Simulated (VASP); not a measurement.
# GeOs3 (Pmmn) in VASP: a series of runs

Runs on GeOs3. Level: LDA. Tasks: single point.

Everything below comes from runs of VASP 6.6.1. Logs are shortened: lines on timing, memory, paths and dates and some standing lists are left out, and cuts for length are marked.

## 1. The cell of the first run

It takes space group Pmmn (No. 59, orthorhombic). Conventional cell: a = 4.283 Å, b = 5.327 Å, c = 4.507 Å, α = 90.00°, β = 90.00°, γ = 90.00°. Ge (site symmetry mm2) has 12 Os at 2.61 to 2.66 Å within 3.4 Å. Os (site symmetry m) has 4 Ge at 2.61 to 2.63 Å and 8 Os at 2.61 to 2.66 Å within 3.4 Å. Os (site symmetry mm2) has 8 Os at 2.61 to 2.63 Å and 4 Ge at 2.63 to 2.66 Å within 3.4 Å.

## 2. Single point, LDA

INCAR

```
SYSTEM = GeOs3
PREC     = Accurate       ! precision mode
ENCUT    = 520            ! plane-wave cutoff, eV
EDIFF    = 1E-7           ! SCF threshold, eV
ISMEAR   = -1             ! smearing method
SIGMA    = 0.1            ! smearing width, eV
LREAL    = .FALSE.        ! projectors in reciprocal space
LASPH    = .TRUE.         ! aspherical terms in the spheres
NELM     = 100            ! most SCF steps
ALGO     = Normal         ! electronic algorithm
ISIF     = 2              ! what is computed and relaxed
LWAVE    = .FALSE.        ! write WAVECAR
LCHARG   = .TRUE.         ! write CHGCAR
LELF     = .TRUE.         ! ELF
LVHAR    = .TRUE.       
NBANDS   = 48             ! bands
```

KPOINTS

```
regular mesh
0
G
  4 4 4
  0 0 0
```

POSCAR

```
GeOs3
1.0
    5.3271592400      0.0000000000      0.0000000000
    0.0000000000      4.2826378300      0.0000000000
    0.0000000000      0.0000000000      4.5066773400
Ge Os
2 6
Direct
    0.0000000000      0.0000000000      0.3300000000
    0.5000000000      0.5000000000      0.6700000000
    0.2500000000      0.0000000000      0.8330000000
    0.7500000000      0.0000000000      0.8330000000
    0.7500000000      0.5000000000      0.1670000000
    0.2500000000      0.5000000000      0.1670000000
    0.0000000000      0.5000000000      0.6700000000
    0.5000000000      0.0000000000      0.3300000000
```

Potentials or basis: VASP PAW LDA potentials, release 64 (Ge_d, Os).

On the command line:

```bash
> cat potpaw_LDA.64/Ge_d/POTCAR potpaw_LDA.64/Os/POTCAR > POTCAR
> mpirun -np 1 vasp_std > vasp.out
```

OUTCAR:

```text
SYSTEM = GeOs3
   PREC = Accurate
   ENCUT = 520
   EDIFF = 1E-7
   ISMEAR = -1
   LREAL = .FALSE.
   LASPH = .TRUE.
   NELM = 100
   ISIF = 2

 ion  position               nearest neighbor table
   1  0.000  0.000  0.330-   3 2.61   4 2.61   5 2.63   6 2.63   5 2.63   6 2.63   3 2.63   4 2.63
                             7 2.63   7 2.63   8 2.66   8 2.66
   2  0.500  0.500  0.670-   5 2.61   6 2.61   3 2.63   4 2.63   3 2.63   4 2.63   5 2.63   6 2.63
                             8 2.63   8 2.63   7 2.66   7 2.66
   3  0.250  0.000  0.833-   1 2.61   8 2.61   6 2.62   6 2.62   2 2.63   2 2.63   7 2.63   7 2.63
                             8 2.63   1 2.63   4 2.66   4 2.66
   4  0.750  0.000  0.833-   1 2.61   8 2.61   5 2.62   5 2.62   2 2.63   2 2.63   7 2.63   7 2.63
                             8 2.63   1 2.63   3 2.66   3 2.66
   5  0.750  0.500  0.167-   2 2.61   7 2.61   4 2.62   4 2.62   8 2.63   1 2.63   1 2.63   8 2.63
                             2 2.63   7 2.63   6 2.66   6 2.66
   6  0.250  0.500  0.167-   2 2.61   7 2.61   3 2.62   3 2.62   8 2.63   1 2.63   1 2.63   8 2.63
                             2 2.63   7 2.63   5 2.66   5 2.66
   7  0.000  0.500  0.670-   5 2.61   6 2.61   3 2.63   4 2.63   3 2.63   4 2.63   5 2.63   6 2.63
                             1 2.63   1 2.63   2 2.66   2 2.66
   8  0.500  0.000  0.330-   3 2.61   4 2.61   5 2.63   6 2.63   5 2.63   6 2.63   3 2.63   4 2.63
                             2 2.63   2 2.63   1 2.66   1 2.66

  LATTYP: Found a simple orthorhombic cell.
 ALAT       =     4.2826378300
 B/A-ratio  =     1.0523134383
 C/A-ratio  =     1.2438967411

  Lattice vectors:

 A1 = (   0.0000000000,   4.2826378300,   0.0000000000)
 A2 = (   0.0000000000,   0.0000000000,   4.5066773400)
 A3 = (   5.3271592400,   0.0000000000,   0.0000000000)

Analysis of symmetry for initial positions (statically):
=====================================================================
 Subroutine PRICEL returns:
 Original cell was already a primitive cell.

 Routine SETGRP: Setting up the symmetry group for a
 simple orthorhombic supercell.

 Subroutine GETGRP returns: Found  8 space group operations
 (whereof  4 operations were pure point group operations)
 out of a pool of  8 trial point group operations.

The static configuration has the point symmetry C_2v.
 The point group associated with its full space group is D_2h.

Analysis of symmetry for dynamics (positions and initial velocities):
=====================================================================
 Subroutine PRICEL returns:
 Original cell was already a primitive cell.

 Routine SETGRP: Setting up the symmetry group for a
 simple orthorhombic supercell.

 Subroutine GETGRP returns: Found  8 space group operations
 (whereof  4 operations were pure point group operations)
 out of a pool of  8 trial point group operations.

The dynamic configuration has the point symmetry C_2v.
 The point group associated with its full space group is D_2h.

 Subroutine INISYM returns: Found  8 space group operations
 (whereof  4 operations are pure point group operations),
 and found     1 'primitive' translations

----------------------------------------------------------------------------------------

                                     Primitive cell

  volume of cell :     102.8167

  direct lattice vectors                    reciprocal lattice vectors
     5.327159240  0.000000000  0.000000000     0.187717310  0.000000000  0.000000000
     0.000000000  4.282637830  0.000000000     0.000000000  0.233500950  0.000000000
     0.000000000  0.000000000  4.506677340     0.000000000  0.000000000  0.221892966

  length of vectors
     5.327159240  4.282637830  4.506677340     0.187717310  0.233500950  0.221892966

  position of ions in fractional coordinates (direct lattice)
     0.000000000  0.000000000  0.330000000
     0.500000000  0.500000000  0.670000000
     0.250000000  0.000000000  0.833000000
     0.750000000  0.000000000  0.833000000
     0.750000000  0.500000000  0.167000000
     0.250000000  0.500000000  0.167000000
     0.000000000  0.500000000  0.670000000
     0.500000000  0.000000000  0.330000000

  ion indices of the primitive-cell ions
   primitive index   ion index
                 1           1
                 2           2
                 3           3
                 4           4
                 5           5
                 6           6
                 7           7
                 8           8

----------------------------------------------------------------------------------------

 KPOINTS: regular mesh

Automatic generation of k-mesh.
 Grid dimensions read from file:
 generate k-points for:    4    4    4

 Generating k-lattice:

  Cartesian coordinates                     Fractional coordinates (reciprocal lattice)
     0.046929327  0.000000000  0.000000000     0.250000000  0.000000000  0.000000000
     0.000000000  0.058375237  0.000000000     0.000000000  0.250000000  0.000000000
     0.000000000  0.000000000  0.055473241     0.000000000  0.000000000  0.250000000

  Length of vectors
     0.046929327  0.058375237  0.055473241

  Shift w.r.t. Gamma in fractional coordinates (k-lattice)
     0.000000000  0.000000000  0.000000000

 Subroutine IBZKPT returns following result:
 ===========================================

 Found     27 irreducible k-points:

 Following reciprocal coordinates:
            Coordinates               Weight
  0.000000  0.000000  0.000000      1.000000
  0.250000  0.000000  0.000000      2.000000
  0.500000  0.000000  0.000000      1.000000
  0.000000  0.250000  0.000000      2.000000
  0.250000  0.250000  0.000000      4.000000
  0.500000  0.250000  0.000000      2.000000
[... 16 lines left out ...]
  0.250000  0.250000  0.500000      4.000000
  0.500000  0.250000  0.500000      2.000000
 [... further k-points ...]
   k-points           NKPTS =     27   k-points in BZ     NKDIM =     27   number of bands    NBANDS=     48
   number of dos      NEDOS =    301   number of ions     NIONS =      8
   total plane-waves  NPLWV =  46080
   dimension x,y,z NGX =    40 NGY =   32 NGZ =   36
   dimension x,y,z NGXF=    80 NGYF=   64 NGZF=   72
   ions per type =               2   6
   NGX,Y,Z   is equivalent  to a cutoff of  12.48, 12.42, 13.28 a.u.
   NGXF,Y,Z  is equivalent  to a cutoff of  24.97, 24.84, 26.56 a.u.
 SYSTEM =  GeOs3
   PREC   = accura    normal or accurate (medium, high low for compatibility)
   ISTART =      0    job   : 0-new  1-cont  2-samecut
   ICHARG =      2    charge: 1-file 2-atom 10-const
   ISPIN  =      1    spin polarized calculation?
   LNONCOLLINEAR =      F non collinear calculations
   LSORBIT =      F    spin-orbit coupling
   LASPH  =      T    aspherical Exc in radial PAW
   ENCUT  =  520.0 eV  38.22 Ry    6.18 a.u.   9.90  7.96  8.38*2*pi/ulx,y,z
   NELM   =    100;   NELMIN=  2; NELMDL= -5     # of ELM steps
   EDIFF  = 0.1E-06   stopping-criterion for ELM
   LREAL  =      F    real-space projection
   EDIFFG = 0.1E-05   stopping-criterion for IOM
   NSW    =      0    number of steps for IOM
   IBRION =     -1    ionic relax: 0-MD 1-quasi-New 2-CG
   NFREE  =      0    steps in history (QN), initial steepest desc. (CG)
   ISIF   =      2    stress and relaxation
   ISYM   =      2    0-nonsym 1-usesym 2-fastsym
   POTIM  = 0.5000    time-step for ionic-motion
   TEBEG  =    0.0;   TEEND  =   0.0 temperature during run
   PSTRESS=    0.0 pullay stress
   NELECT =      76.0000    total number of electrons
   NUPDOWN=      -1.0000    fix difference up-down
   EMIN   =  10.00;   EMAX   =-10.00  energy-range for DOS
   EFERMI =   0.00;   METHOD = LEGACY
   ISMEAR =    -1;   SIGMA  =   0.10  broadening in eV -4-tet -1-fermi 0-gaus
   EFERMI_NEDOS =   21; number of points for ismear=-14 and -15
   IALGO  =     38    algorithm
   IMIX   =      4    mixing-type and parameters
     AMIX     =   0.40;   BMIX     =  1.00
     AMIX_MAG =   1.60;   BMIX_MAG =  1.00
  volume/ion in A,a.u.               =      12.85        86.73
  Fermi-wavevector in a.u.,A,eV,Ry     =   1.480215  2.797201 29.810869  2.191037
  Thomas-Fermi vector in A             =   2.594277
   LORBIT       =      0    0 simple, 1 ext, 2 COOP (PROOUT), +10 PAW based schemes
   GGA     = CA    functional components
   LHFCALC =     F    Hartree Fock is set to
   AEXX    =    0.0000 exact exchange contribution
   IVDW    =     0    specifies the selected vdW correction
   LEPSILON=     F    determine dielectric tensor
   LRPA    =     F    only Hartree local field effects (RPA)
 non-spin polarized calculation
  energy-cutoff  :      520.00
  volume of cell :      102.82
 maximum number of plane-waves:      2792
 NGX is ok and might be reduce to    40
   NGX = 19   NGY = 15   NGZ = 17

 number of electron      75.9999971 magnetization

 Free energy of the ion-electron system (eV)
  ---------------------------------------------------
  ext. energy  EPLUGINS =         0.00000000
  ---------------------------------------------------
  free energy    TOTEN  =       -82.36877748 eV

  energy without entropy =      -82.15640945  energy(sigma->0) =      -82.26259347

 E-fermi :  10.9979     XC(G=0): -14.4167

 val. band max:       10.9916024035   @ k =   0.2500   0.5000   0.5000
 cond. band min:      11.0321565062   @ k =   0.2500   0.2500   0.0000
 fundamental gap:      0.0405541027
 Fermi energy:        10.9979213798

 k-point     1 :       0.0000    0.0000    0.0000
  band No.  band energies     occupation
      1     -14.4696      2.00000
      2     -14.4618      2.00000
      3     -14.4605      2.00000
      4     -14.4586      2.00000
      5     -14.4538      2.00000
      6     -14.4535      2.00000
[... 40 lines left out ...]
     47      14.2895      0.00000
     48      14.5396      0.00000

 k-point     2 :       0.2500    0.0000    0.0000
  band No.  band energies     occupation
      1     -14.4675      2.00000
      2     -14.4609      2.00000
      3     -14.4601      2.00000
      4     -14.4576      2.00000
      5     -14.4552      2.00000
      6     -14.4534      2.00000
[... 40 lines left out ...]
     47      14.6240      0.00000
     48      15.2568      0.00000

 k-point     3 :       0.5000    0.0000    0.0000
  band No.  band energies     occupation
      1     -14.4632      2.00000
      2     -14.4632      2.00000
      3     -14.4585      2.00000
      4     -14.4585      2.00000
      5     -14.4552      2.00000
      6     -14.4552      2.00000
[... 40 lines left out ...]
     47      15.3235      0.00000
     48      15.3235      0.00000

 k-point     4 :       0.0000    0.2500    0.0000
  band No.  band energies     occupation
      1     -14.4682      2.00000
      2     -14.4632      2.00000
      3     -14.4610      2.00000
      4     -14.4578      2.00000
      5     -14.4577      2.00000
      6     -14.4543      2.00000
[... 958 lines left out ...]
     47      13.9663      0.00000
     48      14.0235      0.00000

 k-point    23 :       0.2500    0.2500    0.5000
  band No.  band energies     occupation
      1     -14.4671      2.00000
      2     -14.4652      2.00000
      3     -14.4634      2.00000
      4     -14.4596      2.00000
      5     -14.4559      2.00000
      6     -14.4558      2.00000
[... 40 lines left out ...]
     47      13.8481      0.00000
     48      14.4399      0.00000

 k-point    24 :       0.5000    0.2500    0.5000
  band No.  band energies     occupation
      1     -14.4638      2.00000
      2     -14.4638      2.00000
      3     -14.4608      2.00000
      4     -14.4608      2.00000
      5     -14.4564      2.00000
      6     -14.4564      2.00000
[... 40 lines left out ...]
     47      14.4983      0.00000
     48      14.4983      0.00000

 [... further k-points ...]
[... 5 lines left out ...]
  --------------------------------------------------------------------------------------
  -------------------------------------------------------------------------------------
  Total       20.7606325     18.0619826     22.2019538      0.0000000      0.0000000      0.0000000
  in kB      323.5099697    281.4572952    345.9698742      0.0000000      0.0000000      0.0000000
  external PRESSURE =     316.9790464 kB  Pullay stress =       0.0000000 kB

 VOLUME and BASIS-vectors are now :
 -----------------------------------------------------------------------------
  energy-cutoff  :      520.00
  volume of cell :      102.82
      direct lattice vectors                 reciprocal lattice vectors
     5.327159240  0.000000000  0.000000000     0.187717310  0.000000000  0.000000000
     0.000000000  4.282637830  0.000000000     0.000000000  0.233500950  0.000000000
     0.000000000  0.000000000  4.506677340     0.000000000  0.000000000  0.221892966

 POSITION                                       TOTAL-FORCE (eV/Angst)
 -----------------------------------------------------------------------------------
      0.00000      0.00000      1.48720         0.000000      0.000000      0.341145
      2.66358      2.14132      3.01947         0.000000      0.000000     -0.341145
      1.33179      0.00000      3.75406         0.399282      0.000000      0.407297
      3.99537      0.00000      3.75406        -0.399282      0.000000      0.407297
      3.99537      2.14132      0.75262         0.399282      0.000000     -0.407297
      1.33179      2.14132      0.75262        -0.399282     -0.000000     -0.407297
      0.00000      2.14132      3.01947         0.000000      0.000000     -0.850255
      2.66358      0.00000      1.48720         0.000000      0.000000      0.850255
 -----------------------------------------------------------------------------------
    total drift:                               -0.000000      0.000000      0.000000

  FREE ENERGIE OF THE ION-ELECTRON SYSTEM (eV)
  ---------------------------------------------------
  free  energy   TOTEN  =       -82.3687774834 eV

  energy  without entropy=      -82.1564094477  energy(sigma->0) =      -82.26259347
```

Run time: 1.9 min. Hardware: 1 thread of AMD EPYC 7R13 (Zen 3), shared host; peak memory 0.21 GiB.

Results:

```
Free energy            : -82.3688 eV
Pressure               : 31.7 GPa
Largest force          : 0.850 eV/Å
Band gap on the k mesh : zero (bands 38 and 39 overlap by 0.25 eV)
```

Forces in eV/Å, atoms in the order of the input:
```
Ge   0.000  0.000  0.341
Ge   0.000  0.000 -0.341
Os   0.399  0.000  0.407
Os  -0.399  0.000  0.407
Os   0.399  0.000 -0.407
Os  -0.399  0.000 -0.407
Os   0.000  0.000 -0.850
Os   0.000  0.000  0.850
```

Stress tensor (GPa, compression positive):
```
32.35  0.00  0.00
 0.00 28.15  0.00
 0.00  0.00 34.60
```

Caveat: the k points lie up to 0.37 Å⁻¹ apart; spin-orbit coupling is left out, which moves the levels of the heavy elements.

## 3. Single point, LDA

INCAR

```
ALGO = Normal
EDIFF = 1E-6
ENCUT = 520
GGA = CA
ISIF = 2
ISMEAR = -1
LASPH = True
LCHARG = True
LELF = True
LREAL = False
LVHAR = True
LWAVE = False
NBANDS = 48
NELM = 60
PREC = Accurate
SIGMA = 0.1
```

KPOINTS

```
k-points
0
Gamma
  4 4 4
```

POSCAR is that of step 2.

Potentials or basis: VASP PAW LDA potentials, release 64 (Ge_d, Os).

On the command line:

```bash
> cat potpaw_LDA.64/Ge_d/POTCAR potpaw_LDA.64/Os/POTCAR > POTCAR
> mpirun -np 1 vasp_std > vasp.out
```

Run time: 1.8 min. Hardware: 1 thread of AMD EPYC 7R13 (Zen 3), shared host; peak memory 0.21 GiB.

It converged, with:

```yaml
Free_energy: -82.3688 eV
Pressure: 31.7 GPa
Largest_force: 0.850 eV/Å
Band_gap_on_the_k_mesh: zero (bands 38 and 39 overlap by 0.25 eV)
```

Forces in eV/Å, atoms in the order of the input:
```
Ge   0.000  0.000  0.341
Ge   0.000  0.000 -0.341
Os   0.399  0.000  0.407
Os  -0.399  0.000  0.407
Os   0.399  0.000 -0.407
Os  -0.399  0.000 -0.407
Os   0.000  0.000 -0.850
Os   0.000  0.000  0.850
```

Stress tensor (GPa, compression positive):
```
32.39  0.00  0.00
 0.00 28.18  0.00
 0.00  0.00 34.63
```

Levels at points of the mesh, in eV from the Fermi level:
```csv
k point,band 35,band 36,band 37,band 38,band 39,band 40,band 41,band 42
"(0.00, 0.00, 0.00)",-0.81,-0.48,-0.02,0.16,0.19,0.63,0.98,1.30
"(0.50, 0.00, 0.00)",-0.92,-0.92,-0.11,-0.11,0.14,0.14,1.00,1.00
"(0.00, 0.50, 0.00)",-0.71,-0.71,-0.42,-0.42,0.32,0.32,0.47,0.47
"(0.50, 0.50, 0.00)",-0.85,-0.85,-0.70,-0.70,-0.05,-0.05,1.16,1.16
"(0.00, 0.00, 0.50)",-0.95,-0.85,-0.76,-0.50,1.18,1.81,1.87,2.17
"(0.50, 0.00, 0.50)",-0.61,-0.61,-0.45,-0.45,0.41,0.41,0.92,0.92
"(0.00, 0.50, 0.50)",-0.82,-0.82,-0.66,-0.66,0.24,0.24,0.27,0.27
"(0.50, 0.50, 0.50)",-1.38,-1.38,-0.98,-0.98,0.35,0.35,0.85,0.85
```

Caveat: the k points lie up to 0.37 Å⁻¹ apart; spin-orbit coupling is left out, which moves the levels of the heavy elements.

(Part 1 of 2 ends here.)

The gap in the log of VASP goes by the Fermi energy; the results here count the filled bands.